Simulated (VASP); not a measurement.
Runs of VASP 6.6.1 on BiMo (rocksalt type). The structure is that of space group Fm-3m (No. 225), or close to it. The cells are those of the table. 

```csv
task,level,potentials or basis,spin,cell,k mesh,cutoff (eV),smearing,gap on the mesh (eV),pressure (GPa),moment (μB)
electric field gradients,PBE,"VASP PAW PBE potentials, release 64 (Mo_sv, Bi_d)","non-collinear, zero start, SOC","a = 4.023 Å, angles 60.0°, 2 atoms",12 × 12 × 12,520,fermi-dirac 0.05 eV,-,0.2,0.00
electric field gradients,PBEsol,"VASP PAW PBE potentials, release 64 (Mo_sv, Bi_d)",off,"a = 4.023 Å, angles 60.0°, 2 atoms",12 × 12 × 12,520,fermi-dirac 0.05 eV,none,-4.6,-
electric field gradients,LDA,"VASP PAW LDA potentials, release 64 (Mo_sv, Bi_d)",off,"a = 4.023 Å, angles 60.0°, 2 atoms",12 × 12 × 12,520,fermi-dirac 0.05 eV,none,-6.7,-
single point,PBE,"VASP PAW PBE potentials, release 64 (Mo_sv, Bi_d)","non-collinear, zero start, SOC","a = 4.023 Å, angles 60.0°, 2 atoms",12 × 12 × 12,520,fermi-dirac 0.05 eV,-,0.2,0.00
single point,PBE,"VASP PAW PBE potentials, release 64 (Mo_sv, Bi_d)",off,"a = 4.023 Å, angles 60.0°, 2 atoms",12 × 12 × 12,520,fermi-dirac 0.05 eV,none,(a),-
single point,PBEsol,"VASP PAW PBE potentials, release 64 (Mo_sv, Bi_d)",off,"a = 4.023 Å, angles 60.0°, 2 atoms",15 × 15 × 15,520,fermi-dirac 0.005 eV,none,-4.7,-
relaxation of cell and atoms,PBE,"VASP PAW PBE potentials, release 64 (Mo_sv, Bi_d)",off,"relaxed from a = 4.128 Å, angles 60.0°, 2 atoms",12 × 12 × 12,600,fermi-dirac 0.05 eV,none,0.0,-
single point,PBEsol,"VASP PAW PBE potentials, release 64 (Mo_sv, Bi_d)",off,"a = 4.023 Å, angles 60.0°, 2 atoms",12 × 12 × 12,520,fermi-dirac 0.05 eV,none,-4.6,-
```

**Question.** Fill in the values left out.

**Answer.** (a) 0.1.

Caveats: spin-orbit coupling is left out, which moves the levels of the heavy elements (at least some runs); the cell stands under tension (at least some runs); the PAW data sets were made with another functional, which shifts forces and pressure a little (at least some runs).

A k mesh can miss the band edges, and rows without SOC leave out spin-orbit coupling on Bi, Mo.

A gap of «none» marks levels without a gap at the run's occupations.
